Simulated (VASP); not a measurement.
# SiC in VASP: notebook

Runs on SiC. Level: PBE. Tasks: single point.

Everything below comes from runs of VASP 6.6.1. Logs are shortened: lines on timing, memory, paths and dates and some standing lists are left out, and cuts for length are marked.

### Step 1. The cell of the first run

The cell holds an amorphous packing of atoms, 16 atoms: a = 5.822 Å, b = 5.849 Å, c = 5.422 Å, α = 92.66°, β = 93.36°, γ = 87.54°.

### Step 2. Single point, PBE

File INCAR:

```
SYSTEM = SiC
PREC = Accurate ; ENCUT = 520
EDIFF = 1E-6 ; ISMEAR = -1
SIGMA = 0.2482 ; LREAL = Auto
LASPH = .TRUE. ; NELM = 80
ALGO = Normal ; ISIF = 2
LWAVE = .FALSE. ; LCHARG = .TRUE.
GGA = PE ; LELF = .TRUE.
LVHAR = .TRUE. ; NBANDS = 46
ISYM = 0
```

File KPOINTS:

```
Automatic mesh
0
Gamma
  1 1 1
  0.25 0.25 0.25
```

File POSCAR:

```
SiC
1.0
    5.8188710000      0.1233160000     -0.1634130000
    0.1233160000      5.8466490000     -0.1286390000
   -0.1634130000     -0.1286390000      5.4181290000
Si C
8 8
Direct
    0.5356585285      0.8708512715      0.4411569019
    0.8929616560     -0.0569476363      0.6318660660
    0.3379038692      0.2945285333      0.4606371943
   -0.0485427680      0.6291386983      1.1261207058
    0.5540729716      0.3198545774      0.1229604351
    0.9481963209      0.2606814505      0.1052380640
    0.2526504951     -0.0750467463      0.0961439709
    0.3291868937      0.5294381272      0.8709482202
    1.0149539179      0.2362005692      0.7868910596
    0.8763954943      0.4363410604      0.6581799537
    0.6288159230      0.9009602937      0.8807411798
    0.0002689584      0.6474864712      0.7164024636
    0.9437217167     -0.0307761912      0.1908705715
    0.7006860083      0.4093434965      0.4764926676
    0.4014014929      0.8013815669      0.8013663288
    0.7028408185      0.8863443911      0.1508723367
```

Potentials or basis: VASP PAW PBE potentials, release 64 (Si, C).

Started as:

```sh
cat potpaw_PBE.64/Si/POTCAR potpaw_PBE.64/C/POTCAR > POTCAR
mpirun -np 1 vasp_std > vasp.out
```

OUTCAR:

```text
SYSTEM = SiC
   PREC = Accurate
   ENCUT = 520
   EDIFF = 1E-6
   ISMEAR = -1
   LREAL = Auto
   LASPH = .TRUE.
   NELM = 80
   ISIF = 2
   GGA = PE
   ISYM = 0

 ion  position               nearest neighbor table
   1  0.536  0.871  0.441-  16 1.91  15 2.21   2 2.31  11 2.41   7 2.44   3 2.69
   2  0.893  0.943  0.632-  12 1.88   9 2.01  11 2.13   1 2.31  13 2.44   6 3.11
   3  0.338  0.295  0.461-  14 2.24   5 2.30   8 2.56   1 2.69   6 2.90   7 2.90
   4  0.951  0.629  0.126-  13 2.00  16 2.05   6 2.15  12 2.26   7 2.53   8 2.70   5 3.00
   5  0.554  0.320  0.123-  14 2.10   8 2.21   3 2.30   6 2.31   7 2.95   4 3.00
   6  0.948  0.261  0.105-  13 1.79   9 1.79   4 2.15   5 2.31   7 2.59   3 2.90   2 3.11   8 3.13

   7  0.253  0.925  0.096-  13 1.90  15 1.96   1 2.44   4 2.53  11 2.54   6 2.59   8 2.60   3 2.90
                             5 2.95
   8  0.329  0.529  0.871-  15 1.73  12 2.14   5 2.21   3 2.56   9 2.57   7 2.60   4 2.70   6 3.13

   9  0.015  0.236  0.787-  10 1.56   6 1.79   2 2.01   8 2.57
  10  0.876  0.436  0.658-  14 1.39  12 1.47   9 1.56
  11  0.629  0.901  0.881-  15 1.50  16 1.51   2 2.13   1 2.41   7 2.54
  12  0.000  0.647  0.716-  10 1.47   2 1.88   8 2.14   4 2.26
  13  0.944  0.969  0.191-  16 1.50   6 1.79   7 1.90   4 2.00   2 2.44
  14  0.701  0.409  0.476-  10 1.39   5 2.10   3 2.24
  15  0.401  0.801  0.801-  11 1.50   8 1.73   7 1.96   1 2.21
  16  0.703  0.886  0.151-  13 1.50  11 1.51   1 1.91   4 2.05

IMPORTANT INFORMATION: All symmetrisations will be switched off!
NOSYMM: (Re-)initialisation of all symmetry stuff for point group C_1.

----------------------------------------------------------------------------------------

                                     Primitive cell

  volume of cell :     184.0000

  direct lattice vectors                    reciprocal lattice vectors
     5.818871000  0.123316000 -0.163413000     0.172072577 -0.003516961  0.005106279
     0.123316000  5.846649000 -0.128639000    -0.003516961  0.171199422  0.003958600
    -0.163413000 -0.128639000  5.418129000     0.005106279  0.003958600  0.184813551

  length of vectors
     5.822471156  5.849364013  5.422118927     0.172184247  0.171281294  0.184926454

  position of ions in fractional coordinates (direct lattice)
     0.535658529  0.870851272  0.441156902
     0.892961656  0.943052364  0.631866066
     0.337903869  0.294528533  0.460637194
     0.951457232  0.629138698  0.126120706
     0.554072972  0.319854577  0.122960435
     0.948196321  0.260681451  0.105238064
[... 8 lines left out ...]
     0.401401493  0.801381567  0.801366329
     0.702840819  0.886344391  0.150872337

  ion indices of the primitive-cell ions
   primitive index   ion index
                 1           1
                 2           2
                 3           3
                 4           4
                 5           5
                 6           6
[... 8 lines left out ...]
                15          15
                16          16

----------------------------------------------------------------------------------------

 KPOINTS: Automatic mesh

Automatic generation of k-mesh.
 Grid dimensions read from file:
 generate k-points for:    1    1    1

 Generating k-lattice:

  Cartesian coordinates                     Fractional coordinates (reciprocal lattice)
     0.172072577 -0.003516961  0.005106279     1.000000000 -0.000000000  0.000000000
    -0.003516961  0.171199422  0.003958600    -0.000000000  1.000000000  0.000000000
     0.005106279  0.003958600  0.184813551     0.000000000  0.000000000  1.000000000

  Length of vectors
     0.172184247  0.171281294  0.184926454

  Shift w.r.t. Gamma in fractional coordinates (k-lattice)
     0.250000000  0.250000000  0.250000000

 Subroutine IBZKPT returns following result:
 ===========================================

 Found      1 irreducible k-points:

 Following reciprocal coordinates:
            Coordinates               Weight
  0.250000  0.250000  0.250000      2.000000
   k-points           NKPTS =      1   k-points in BZ     NKDIM =      1   number of bands    NBANDS=     46
   number of dos      NEDOS =    301   number of ions     NIONS =     16
   total plane-waves  NPLWV =  92160
   dimension x,y,z NGX =    48 NGY =   48 NGZ =   40
   dimension x,y,z NGXF=    96 NGYF=   96 NGZF=   80
   ions per type =               8   8
   NGX,Y,Z   is equivalent  to a cutoff of  13.71, 13.64, 12.26 a.u.
   NGXF,Y,Z  is equivalent  to a cutoff of  27.41, 27.28, 24.53 a.u.
 SYSTEM =  SiC
   PREC   = accura    normal or accurate (medium, high low for compatibility)
   ISTART =      0    job   : 0-new  1-cont  2-samecut
   ICHARG =      2    charge: 1-file 2-atom 10-const
   ISPIN  =      1    spin polarized calculation?
   LNONCOLLINEAR =      F non collinear calculations
   LSORBIT =      F    spin-orbit coupling
   LASPH  =      T    aspherical Exc in radial PAW
   ENCUT  =  520.0 eV  38.22 Ry    6.18 a.u.  10.83 10.88 10.08*2*pi/ulx,y,z
   NELM   =     80;   NELMIN=  2; NELMDL= -5     # of ELM steps
   EDIFF  = 0.1E-05   stopping-criterion for ELM
   LREAL  =      T    real-space projection
   EDIFFG = 0.1E-04   stopping-criterion for IOM
   NSW    =      0    number of steps for IOM
   IBRION =     -1    ionic relax: 0-MD 1-quasi-New 2-CG
   NFREE  =      0    steps in history (QN), initial steepest desc. (CG)
   ISIF   =      2    stress and relaxation
   ISYM   =      0    0-nonsym 1-usesym 2-fastsym
   POTIM  = 0.5000    time-step for ionic-motion
   TEBEG  =    0.0;   TEEND  =   0.0 temperature during run
   PSTRESS=    0.0 pullay stress
   NELECT =      64.0000    total number of electrons
   NUPDOWN=      -1.0000    fix difference up-down
   EMIN   =  10.00;   EMAX   =-10.00  energy-range for DOS
   EFERMI =   0.00;   METHOD = LEGACY
   ISMEAR =    -1;   SIGMA  =   0.25  broadening in eV -4-tet -1-fermi 0-gaus
   EFERMI_NEDOS =   21; number of points for ismear=-14 and -15
   IALGO  =     38    algorithm
   IMIX   =      4    mixing-type and parameters
     AMIX     =   0.40;   BMIX     =  1.00
     AMIX_MAG =   1.60;   BMIX_MAG =  1.00
  volume/ion in A,a.u.               =      11.50        77.61
  Fermi-wavevector in a.u.,A,eV,Ry     =   1.151319  2.175677 18.034996  1.325535
  Thomas-Fermi vector in A             =   2.287977
   LORBIT       =      0    0 simple, 1 ext, 2 COOP (PROOUT), +10 PAW based schemes
   GGA     = PE    functional components
   LHFCALC =     F    Hartree Fock is set to
   AEXX    =    0.0000 exact exchange contribution
   IVDW    =     0    specifies the selected vdW correction
   LEPSILON=     F    determine dielectric tensor
   LRPA    =     F    only Hartree local field effects (RPA)
 non-spin polarized calculation
  energy-cutoff  :      520.00
  volume of cell :      184.00
 maximum number of plane-waves:      4941
 NGX is ok and might be reduce to    48
   NGX = 21   NGY = 21   NGZ = 21

 number of electron      64.0000002 magnetization

 Free energy of the ion-electron system (eV)
  ---------------------------------------------------
  ext. energy  EPLUGINS =         0.00000000
  ---------------------------------------------------
  free energy    TOTEN  =      -100.61000224 eV

  energy without entropy =      -99.98638718  energy(sigma->0) =     -100.29819471

 E-fermi :   7.9805     XC(G=0): -11.0090

 val. band max:        7.5553380356   @ k =   0.2500   0.2500   0.2500
 cond. band min:       8.3837854520   @ k =   0.2500   0.2500   0.2500
 fundamental gap:      0.8284474164
 Fermi energy:         7.9804821086

 k-point     1 :       0.2500    0.2500    0.2500
  band No.  band energies     occupation
      1      -9.1243      2.00000
      2      -8.2923      2.00000
      3      -7.0476      2.00000
      4      -5.3111      2.00000
      5      -4.7349      2.00000
      6      -3.7210      2.00000
[... 36 lines left out ...]
     43      12.2196      0.00000
     44      12.3982      0.00000
 [bands above 44 left out]

------------------------ aborting loop because EDIFF is reached ----------------------------------------

  FORCE on cell =-STRESS in cart. coord.  units (eV):
  Direction    XX          YY          ZZ          XY          YZ          ZX
  --------------------------------------------------------------------------------------
  -------------------------------------------------------------------------------------
  Total        1.7596711     16.8901996     -1.7548657      4.2885992     -4.9426090     -0.9740149
  in kB       15.3223123    147.0711849    -15.2804695     37.3429195    -43.0377012     -8.4812219
  external PRESSURE =      49.0376759 kB  Pullay stress =       0.0000000 kB

 VOLUME and BASIS-vectors are now :
 -----------------------------------------------------------------------------
  energy-cutoff  :      520.00
  volume of cell :      184.00
      direct lattice vectors                 reciprocal lattice vectors
     5.818871000  0.123316000 -0.163413000     0.172072577 -0.003516961  0.005106279
     0.123316000  5.846649000 -0.128639000    -0.003516961  0.171199422  0.003958600
    -0.163413000 -0.128639000  5.418129000     0.005106279  0.003958600  0.184813551

 POSITION                                       TOTAL-FORCE (eV/Angst)
 -----------------------------------------------------------------------------------
      3.15223      5.10087      2.19069        -1.959484     -0.301752      0.336765
      5.20907      5.54253      3.15630        -0.273688      0.988200      1.204494
      1.92727      1.70442      2.40269         0.329690     -0.756967      1.143957
      5.59338      3.77946      0.44693        -0.489215      2.612902     -0.916411
      3.24343      1.92259      0.53453         1.229948      0.013529      1.461203
      5.53238      1.62750      0.38171         0.156881     -0.256296      0.987858
[... 8 lines left out ...]
      2.30357      4.63181      4.17322         4.015233      4.239554     -1.613055
      4.17439      5.24941      0.58857         1.456994     -1.246113     -3.574703
 -----------------------------------------------------------------------------------
    total drift:                               -0.011951     -0.010474     -0.009146

  FREE ENERGIE OF THE ION-ELECTRON SYSTEM (eV)
  ---------------------------------------------------
  free  energy   TOTEN  =      -100.6100022360 eV

  energy  without entropy=      -99.9863871774  energy(sigma->0) =     -100.29819471
```

Wall time 18 s (1 thread of Intel Xeon 6975P-C (Granite Rapids), shared host); peak memory 0.26 GiB.

What came out:

- Free energy: -100.6100 eV
- Pressure: 4.9 GPa
- Largest force: 6.058 eV/Å
- Band gap on the k mesh: 0.83 eV

Forces in eV/Å, atoms in the order of the input:
```
Si  -1.959 -0.302  0.337
Si  -0.274  0.988  1.204
Si   0.330 -0.757  1.144
Si  -0.489  2.613 -0.916
Si   1.230  0.014  1.461
Si   0.157 -0.256  0.988
Si  -0.004 -0.289  0.976
Si  -3.133 -1.644 -1.838
C   -1.170 -0.303 -3.299
C    1.584 -1.312 -0.480
C   -0.307 -0.295  1.955
C   -0.957 -1.510  1.775
C    0.171 -0.819  3.095
C   -0.651  0.880 -1.213
C    4.015  4.240 -1.613
C    1.457 -1.246 -3.575
```

Levels at points of the mesh, in eV from the valence-band top:
```csv
k point,band 28,band 29,band 30,band 31,band 32,band 33,band 34,band 35,band 36,band 37
"(0.25, 0.25, 0.25)",-1.26,-0.94,-0.85,-0.42,0.00,0.83,1.35,1.70,1.98,2.47
```

Caveat: the k points lie up to 1.16 Å⁻¹ apart.

### Step 3. Single point, PBE

File INCAR:

```
PREC = Accurate
ENCUT = 520
EDIFF = 1E-6
ISMEAR = -1
SIGMA = 0.2482
LREAL = Auto
LASPH = True
NELM = 100
ALGO = Normal
ISIF = 2
LWAVE = False
LCHARG = False
GGA = PE
ISYM = 0
NBANDS = 46
```

KPOINTS is that of step 2.

File POSCAR:

```
SiC
1.0
    5.8188710000      0.1233160000     -0.1634130000
    0.1233160000      5.8466490000     -0.1286390000
   -0.1634130000     -0.1286390000      5.4181290000
Si C
8 8
Direct
    0.2771519891      1.2107603376      0.5836487535
    0.9611690649     -0.0644432859      0.6122579585
    0.5198711147      0.4271965058      0.3596844648
   -0.0886631680      0.5975638951      1.0656780796
    0.6580549577      0.2806932713     -0.1255782510
    1.2426571085      0.1877568768      0.0048823465
    0.2798273370     -0.2627907195      0.2828775928
    0.4393955441      0.5949271832      0.7330507971
    0.9364900349      0.2367089789      0.7897334398
    0.9677775809      0.3464935124      0.5617612679
    0.5693979049      0.9690805074      0.9316338845
    0.0506174149      0.5847797872      0.7027036511
    0.7922294890      0.0284798322      0.3178830210
    0.8262911329      0.2588216241      0.2993113061
    0.5145653609      0.8818534145      0.6800933331
    0.7529767945      0.8611444029      0.1190707995
```

Potentials or basis: VASP PAW PBE potentials, release 64 (Si, C).

Started as:

```sh
cat potpaw_PBE.64/Si/POTCAR potpaw_PBE.64/C/POTCAR > POTCAR
mpirun -np 1 vasp_std > vasp.out
```

Run time: 14 s. Hardware: 1 thread of Intel Xeon 6975P-C (Granite Rapids), shared host; peak memory 0.26 GiB.

It converged, with:

- Free energy: -100.1764 eV
- Pressure: 3.7 GPa
- Largest force: 4.793 eV/Å
- Band gap on the k mesh: 0.56 eV

Forces on the atoms (eV/Å):
```
Si   1.481 -1.835 -1.154
Si  -0.138 -2.510 -0.579
Si   0.799 -1.303 -1.072
Si   2.085 -1.107 -1.575
Si  -2.669 -0.067  1.448
Si  -0.351 -0.990  0.867
Si  -0.752  1.709 -0.602
Si  -2.124 -0.255  0.738
C    0.691 -3.253 -0.920
C    0.717  2.782 -1.141
C    1.793 -0.110  0.506
C   -0.747  1.453 -0.488
C    2.519 -2.943  0.667
C   -0.546  3.624  2.841
C    1.089  2.273  1.794
C   -3.847  2.532 -1.329
```

Stress tensor (GPa, compression positive):
```
 5.96  6.82 -7.53
 6.82  7.70 -3.30
-7.53 -3.30 -2.64
```

Levels at points of the mesh, in eV from the valence-band top:
```
           k point  band 28  band 29  band 30  band 31  band 32  band 33  band 34  band 35  band 36  band 37
(0.25, 0.25, 0.25)    -1.39    -0.98    -0.70    -0.25     0.00     0.56     1.31     1.42     1.88     2.33
```

Caveat: the k points lie up to 1.16 Å⁻¹ apart.

### Step 4. Single point, PBE

File INCAR:

```
ALGO = Normal
EDIFF = 1E-7
ENCUT = 520
GGA = PE
ISIF = 2
ISMEAR = -1
ISYM = 0
LASPH = T
LCHARG = F
LREAL = Auto
LWAVE = F
NBANDS = 46
NELM = 60
PREC = Accurate
SIGMA = 0.2482
```

KPOINTS is that of step 3.

File POSCAR:

```
SiC
1.0
    5.8188710000      0.1233160000     -0.1634130000
    0.1233160000      5.8466490000     -0.1286390000
   -0.1634130000     -0.1286390000      5.4181290000
Si C
8 8
Direct
    0.4473250103      1.0710677424      0.6147939271
    0.9172952937     -0.0922174228      0.6949391974
    0.6152974846      0.4200322285     -0.0055112874
   -0.0170982410      0.5999736676      1.1253504554
    0.7516163839      0.3191954876     -0.3821134793
    1.3256602637      0.1585898660      0.1136000938
    0.4121421619     -0.2643872856      0.2982926156
    0.3281847955      0.6547157999      0.7348309071
    1.1847277807      0.1720829553      0.7794955602
    1.0741739003      0.3853382668      0.6220541277
    0.5853028889      0.9544562558      1.0834189070
    0.0473572221      0.6138479077      0.7919616840
    0.9037192221      0.0999624783      0.2932358278
    1.0548871196      0.2732004070      0.3530138349
    0.5971757595      0.8846872183      0.8391853648
    0.7855012411      0.9098698483      0.2880425811
```

Started as:

```sh
cat potpaw_PBE.64/Si/POTCAR potpaw_PBE.64/C/POTCAR > POTCAR
mpirun -np 1 vasp_std > vasp.out
```

It took 13 s on 1 thread of Intel Xeon 6975P-C (Granite Rapids), shared host; peak memory 0.26 GiB.

The run converged. Its results:

```yaml
Free_energy: -101.0967 eV
Pressure: 4.1 GPa
Largest_force: 6.670 eV/Å
Band_gap_on_the_k_mesh: 0.62 eV
```

Forces in eV/Å, atoms in the order of the input:
```
Si  -1.283 -0.430 -1.368
Si  -1.064  0.517  0.610
Si  -0.767  1.167  1.206
Si  -0.352  0.025  1.650
Si  -1.458 -0.210 -0.359
Si  -0.603  1.725  1.094
Si  -1.261 -0.966  1.047
Si   6.432  0.025 -1.767
C   -1.064 -0.073 -0.798
C   -0.485 -2.864  2.395
C    0.108 -1.131  1.810
C   -1.803  0.397 -1.679
C    1.906  2.977  2.012
C    1.132  0.644 -2.145
C    1.236 -0.953 -1.368
C   -0.672 -0.849 -2.340
```

Stress tensor (GPa, compression positive):
```
10.98  5.49 -2.80
 5.49  4.02 -2.51
-2.80 -2.51 -2.63
```

Levels at points of the mesh, in eV from the valence-band top:
```tsv
k point	band 28	band 29	band 30	band 31	band 32	band 33	band 34	band 35	band 36	band 37
(0.25, 0.25, 0.25)	-1.52	-0.96	-0.63	-0.17	0.00	0.62	1.06	1.20	1.68	2.65
```

Caveat: the k points lie up to 1.16 Å⁻¹ apart.

(Continued in part 2 of 2.)
